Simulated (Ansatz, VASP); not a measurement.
## Two plane-wave programs on MgSi2N2

```
Mg Si N
1.0
    -1.92057    1.92057    4.48309
     1.92057   -1.92057    4.48309
     1.92057    1.92057   -4.48309
Mg Si N
1 2 2
Direct
  0.00000 0.00000 0.00000
  0.75000 0.25000 0.50000
  0.25000 0.75000 0.50000
  0.24487 0.24487 0.00000
  0.75513 0.75513 0.00000
```

Change from the starting cell: species swapped into the EuCo2Si2 type (I4/mmm, No. 139).

Alike in both runs: functional PBE; k mesh 14 × 14 × 14; occupations gaussian, width 0.1 eV; no spin polarisation.

Ansatz relaxed the structure, and its values are those at the end. VASP's run is a single point on that final structure, the one shown.

|  | VASP | Ansatz |
| --- | --- | --- |
| version | VASP 6.6.1 | Ansatz 0.2.0 |
| potentials or method | VASP PAW PBE potentials, release 64 (Mg, Si, N), cutoff 520 eV | scalar-relativistic, plane waves, PAW |
| valence electrons in the cell | 20 | 28 |

VASP gave:

| Quantity | Value |
| --- | --- |
| gap on the k mesh at the Fermi level (eV) | none |
| pressure (GPa) | -0.1 |
| rms of the force components (eV/Å) | 0.004 |

Q: What did Ansatz give for the same quantities?

A: gap on the k mesh at the Fermi level (eV): none; pressure (GPa): 0.0; rms of the force components (eV/Å): 0.000.

A gap of «none» marks a metal or a gap that the smearing closes. The functional is the same, so the differences come from potentials, cutoffs and numerics. VASP's potentials hold 20 valence electrons a cell and Ansatz's 28, so a difference there can come from the potentials and not from the codes.
